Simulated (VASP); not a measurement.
# Al2H (I4/mmm) in VASP: notebook, part 2 of 2

VASP 6.6.1. The steps go on from the part before.

## Step 5: Single point, PBE

This run uses another cell than the first one, of 18.74 Å³/atom.

File INCAR:

```
SYSTEM = Al2H
PREC = Accurate ; ENCUT = 520
EDIFF = 1E-6 ; ISMEAR = 0
SIGMA = 0.1 ; LREAL = .False.
LASPH = .True. ; NELM = 100
ALGO = Normal ; ISIF = 2
LWAVE = .False. ; LCHARG = .False.
GGA = PE ; NBANDS = 10
```

File KPOINTS:

```
Automatic mesh
0
Gamma
  16 16 16
  0 0 0
```

File POSCAR:

```
Al2H
1.0
   -1.8790846641      1.8790846641      3.9806496718
    1.8790846641     -1.8790846641      3.9806496718
    1.8790846641      1.8790846641     -3.9806496718
Al H
2 1
Direct
    0.7850170004      0.7850170004      0.0000000000
    0.2149829996      0.2149829996      0.0000000000
    0.0000000000      0.0000000000      0.0000000000
```

Command:

```sh
cat potpaw_PBE.64/Al/POTCAR potpaw_PBE.64/H/POTCAR > POTCAR
mpirun -np 1 vasp_std > vasp.out
```

It took 2.7 min on 1 thread of Intel Xeon 8259CL, shared host; peak memory 0.33 GiB.

Results (log left out):

| Property | Result |
| --- | --- |
| Free energy | -9.8422 eV |
| Pressure | -0.1 GPa |
| Largest force | 0.006 eV/Å |
| Band gap on the k mesh | zero (an odd number of electrons rules out a gap without spin polarisation) |

Forces on the atoms (eV/Å):
```
Al   0.000  0.000  0.006
Al   0.000  0.000 -0.006
H    0.000  0.000  0.000
```

Levels at points of the mesh, in eV from the Fermi level:
```csv
k point,band 1,band 2,band 3,band 4,band 5,band 6,band 7
"(0.00, 0.00, 0.00)",-9.33,-3.10,0.50,1.37,1.37,3.70,3.90
"(0.50, 0.00, 0.00)",-7.34,-5.42,-3.07,0.80,3.13,3.44,4.62
"(0.50, 0.50, 0.00)",-6.49,-3.16,-2.62,-2.40,-1.53,2.11,4.43
"(0.50, 0.50, 0.50)",-7.58,-6.94,0.67,0.67,0.96,3.17,7.53
```

## Step 6: Single point, PBE

This run uses another cell than the first one: it holds 6 atoms, not 3.

File INCAR:

```
SYSTEM = Al2H
  PREC = Accurate
  ENCUT = 520
  EDIFF = 1E-6
  ISMEAR = 0
  SIGMA = 0.1
  LREAL = .False.
  LASPH = .True.
  NELM = 100
  ALGO = Normal
  ISIF = 2
  LWAVE = .False.
  LCHARG = .False.
  GGA = PE
  NBANDS = 16
```

File KPOINTS:

```
Automatic mesh
0
Gamma
  8 8 8
  0 0 0
```

File POSCAR:

```
Al2H
1.0
   -3.7581693282      0.0000000000      0.0000000000
   -1.8790846641     -1.8790846641      3.9806496718
   -1.8790846641      5.6372539923      3.9806496718
Al H
4 2
Direct
    0.2149829996      0.1775255006      0.3925085002
    0.2149829996      0.6775255006      0.8925085002
    0.7850170004      0.3224744994      0.1074914998
    0.7850170004      0.8224744994      0.6074914998
    0.0000000000      0.0000000000      0.0000000000
    0.0000000000      0.5000000000      0.5000000000
```

Potentials or basis: VASP PAW PBE potentials, release 64 (Al, H).

Command:

```sh
cat potpaw_PBE.64/Al/POTCAR potpaw_PBE.64/H/POTCAR > POTCAR
mpirun -np 1 vasp_std > vasp.out
```

Wall time 3.5 min (1 thread of Intel Xeon 8259CL, shared host); peak memory 0.36 GiB.

It converged, with:

```yaml
Free_energy: -19.6738 eV
Pressure: -0.1 GPa
Largest_force: 0.011 eV/Å
Band_gap_on_the_k_mesh: zero (bands 7 and 8 overlap by 2.99 eV)
```

Forces on the atoms (eV/Å):
```
Al   0.000  0.000  0.011
Al   0.000  0.000  0.011
Al   0.000  0.000 -0.011
Al   0.000  0.000 -0.011
H    0.000  0.000  0.000
H    0.000  0.000  0.000
```

Stress tensor (GPa, compression positive):
```
 0.33  0.00  0.00
 0.00 -0.39  0.00
 0.00  0.00 -0.28
```

Levels at points of the mesh, in eV from the Fermi level:
```csv
k point,band 4,band 5,band 6,band 7,band 8,band 9,band 10,band 11
"(0.00, 0.00, 0.00)",-3.09,-3.06,0.51,0.81,1.38,1.38,3.14,3.45
"(0.50, 0.00, 0.00)",-3.15,-3.06,-2.61,-2.39,-1.52,0.81,2.13,3.14
"(0.00, 0.50, 0.00)",-5.87,-2.34,-2.34,1.34,1.34,1.98,1.98,4.42
"(0.50, 0.50, 0.00)",-4.61,-3.13,-3.13,0.10,0.10,0.39,0.39,2.09
"(0.00, 0.00, 0.50)",-3.81,-1.77,-1.77,1.03,1.03,1.82,1.82,4.06
"(0.00, 0.50, 0.50)",-5.41,-3.06,0.68,0.68,0.81,0.97,3.14,3.18
```

## Step 7: Single point, PBE

This run uses another cell than the first one, of 18.74 Å³/atom.

File INCAR:

```
SYSTEM = Al2H
  ALGO = Normal
  EDIFF = 1E-6
  ENCUT = 520
  GGA = PE
  ISIF = 2
  ISMEAR = 0
  LASPH = .True.
  LCHARG = .False.
  LREAL = .False.
  LWAVE = .False.
  NBANDS = 10
  NELM = 60
  PREC = Accurate
  SIGMA = 0.1
```

File KPOINTS:

```
k-points
0
Gamma
  18 18 18
  0 0 0
```

File POSCAR:

```
Al2H
1.0
   -1.8790846641      1.8790846641      3.9806496718
    1.8790846641     -1.8790846641      3.9806496718
    1.8790846641      1.8790846641     -3.9806496718
Al H
2 1
Direct
    0.7850170004      0.7850170004      0.0000000000
    0.2149829996      0.2149829996      0.0000000000
    0.0000000000      0.0000000000      0.0000000000
```

Command:

```sh
cat potpaw_PBE.64/Al/POTCAR potpaw_PBE.64/H/POTCAR > POTCAR
mpirun -np 1 vasp_std > vasp.out
```

Wall time 3.2 min (1 thread of Intel Xeon 8259CL, shared host); peak memory 0.39 GiB.

The run converged. Its results:

| Property | Result |
| --- | --- |
| Free energy | -9.8449 eV |
| Pressure | -0.1 GPa |
| Largest force | 0.010 eV/Å |
| Band gap on the k mesh | zero (an odd number of electrons rules out a gap without spin polarisation) |

Forces on the atoms (eV/Å):
```
Al   0.000  0.000  0.010
Al   0.000  0.000 -0.010
H    0.000  0.000  0.000
```

Stress tensor (GPa, compression positive):
```
-0.04  0.00  0.00
 0.00 -0.04  0.00
 0.00  0.00 -0.12
```

Levels at points of the mesh, in eV from the Fermi level:
```csv
k point,band 1,band 2,band 3,band 4,band 5,band 6,band 7,band 8
"(0.00, 0.00, 0.00)",-9.30,-3.08,0.53,1.39,1.39,3.72,3.92,5.84
"(0.50, 0.00, 0.00)",-7.31,-5.39,-3.05,0.83,3.16,3.47,4.64,5.62
"(0.50, 0.50, 0.00)",-6.46,-3.14,-2.60,-2.38,-1.51,2.14,4.46,6.07
"(0.50, 0.50, 0.50)",-7.56,-6.92,0.70,0.70,0.99,3.19,7.55,7.96
```

## Step 8: Overview

```tsv
task	cell	k mesh	cutoff (eV)	gap on the mesh (eV)	pressure (GPa)	largest force (eV/Å)
single point	a = 4.208 Å, angles 125.5, 125.5, 80.7°, 3 atoms, atomic positions A	6 × 6 × 6	520	none	-0.1	-
single point	a = 3.891 Å, angles 125.0, 125.0, 81.5°, 3 atoms, atomic positions B	8 × 8 × 8	520	none	108.2	77.86
relaxation of cell and atoms	relaxed from a = 3.891 Å, angles 125.0, 125.0, 81.5°, 3 atoms, atomic positions B	6 × 6 × 6	600	none	-0.1	0.03
single point	a = 4.786 Å, angles 133.8, 133.8, 67.5°, 3 atoms, atomic positions C	16 × 16 × 16	520	none	-0.1	0.01
single point	a = 3.758, b = 4.786, c = 7.152 Å, angles 75.1, 74.8, 66.9°, 6 atoms, atomic positions D	8 × 8 × 8	520	none	-0.1	0.01
single point	a = 4.786 Å, angles 133.8, 133.8, 67.5°, 3 atoms, atomic positions C	18 × 18 × 18	520	none	-0.1	0.01
```

Alike in all rows: level PBE; potentials or basis VASP PAW PBE potentials, release 64 (Al, H); no spin polarisation; smearing gaussian 0.1 eV.

Caveats: atoms lie so close that the PAW spheres overlap strongly, which falsifies energies and pressures (at least some runs); the stress differs along the axes, from -11 to 346 GPa (at least some runs); forces of over 1 eV/Å act on the atoms, so gaps and moduli don't describe the material at rest (at least some runs); the volume moved by over 15 % at a fixed basis, so the end points are rough (at least some runs).

Total energies depend on the potentials used, so only differences within one code and one set of settings carry meaning.
